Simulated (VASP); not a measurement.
Crystal: HfB2.

```xyz
3
Lattice="3.1400 0.0000 0.0000 -1.5700 2.7193 0.0000 0.0000 0.0000 3.4800" Properties=species:S:1:pos:R:3 pbc="T T T"
Hf    0.0000    0.0000    0.0000
B     1.5700    0.9064    1.7400
B     0.0000    1.8129    1.7400
```

| Item | Value |
| --- | --- |
| Program | VASP 6.6.1 |
| Task | relaxation of cell and atoms |
| Functional | PBE |
| Potentials or basis | VASP PAW PBE potentials, release 64 (Hf_pv, B) |
| Cutoff | 600 eV |
| k mesh | 10 × 10 × 8 |
| Occupations | fermi-dirac, width 0.05 eV |
| Spin | no spin polarisation |
| Hubbard terms | Hf d U = 3.0 eV |

At the start: pressure 9.7 GPa; volume 9.90 Å³/atom.

Where does the relaxation end?

Over 6 steps the energy falls by 12.4 meV/atom and the volume is 10.29 Å³/atom (+3.9 %); space group P6/mmm (No. 191, to 0.1 Å) before and after.

Step by step:
```csv
step,energy change (eV),largest force (eV/Å),pressure (GPa),volume (Å³)
1,0.0000,0.0000,9.72,29.71
2,0.0133,0.0000,-10.36,32.37
3,-0.0356,0.0000,-0.31,30.90
4,-0.0356,0.0000,-0.12,30.88
5,-0.0371,0.0000,0.11,30.87
6,-0.0371,0.0000,0.14,30.87
```

Final structure:
```yaml
crystal:
  lattice:
    - [3.16634, 0.00000, 0.00000]
    - [-1.58317, 2.74213, 0.00000]
    - [0.00000, 0.00000, 3.55510]
  atoms:
    - { symbol: Hf, position: [0.00000, 0.00000, 0.00000] }
    - { symbol: B, position: [0.66667, 0.33333, 0.50000] }
    - { symbol: B, position: [0.33333, 0.66667, 0.50000] }
```

Caveat: U without spin polarisation on a metal has little footing; the U is typed as a test and isn't derived for this compound.
